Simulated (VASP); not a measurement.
Wanted: the native input for a VASP 6.6.1 run.

- Task: single point
- Functional: PBEsol
- Potentials or basis: VASP PAW PBE potentials, release 64 (Mg, O)
- Cutoff: 520 eV
- k mesh: 9 × 9 × 6
- Occupations: gaussian, width 0.05 eV
- Spin: no spin polarisation
- Dipole correction: no
- Further INCAR settings: ALGO = Normal; EDIFF = 1e-07; NBANDS = 16

The structure of MgO lies in POSCAR:

```
MgO
1.0
    3.4863778627      0.0000000000      0.0000000000
   -1.7431889314      3.0192917963      0.0000000000
    0.0000000000      0.0000000000      3.8646881285
Mg O
2 2
Direct
    0.6666666667      0.3333333333      0.7500000000
    0.3333333333      0.6666666667      0.2500000000
    0.6666666667      0.3333333333      0.2500000000
    0.3333333333      0.6666666667      0.7500000000
```

This cell differs from its parent crystal: strain -0.0750 x Voigt [0, 0, 1, 0, 0, 0].

These files were run (other wordings do the same):

INCAR

```
PREC     = Accurate       # precision mode
ENCUT    = 520            # plane-wave cutoff, eV
EDIFF    = 1E-7           # SCF threshold, eV
ISMEAR   = 0              # smearing method
SIGMA    = 0.05           # smearing width, eV
LREAL    = False          # projectors in reciprocal space
LASPH    = True           # aspherical terms in the spheres
NELM     = 80             # most SCF steps
ALGO     = Normal         # electronic algorithm
ISIF     = 2              # what is computed and relaxed
LWAVE    = False          # write WAVECAR
LCHARG   = False          # write CHGCAR
GGA      = PS             # functional
NBANDS   = 16             # bands
```

KPOINTS

```
Automatic mesh
0
Gamma
  9 9 6
```

Potentials or basis: VASP PAW PBE potentials, release 64 (Mg, O).

The run is started by

```bash
$ cat potpaw_PBE.64/Mg/POTCAR potpaw_PBE.64/O/POTCAR > POTCAR
$ mpirun -np 1 vasp_std > vasp.out
```

Results of the run:

- Pressure: 16.3 GPa
- Band gap on the k mesh: 3.74 eV, direct

Caveat: the cell differs from its parent crystal (strain -0.0750 x Voigt [0, 0, 1, 0, 0, 0]); the PAW data sets were made with another functional, which shifts forces and pressure a little.

Wall time 45 s on 1 thread of Intel Xeon 8259CL, on a shared host, peak memory 0.17 GiB.
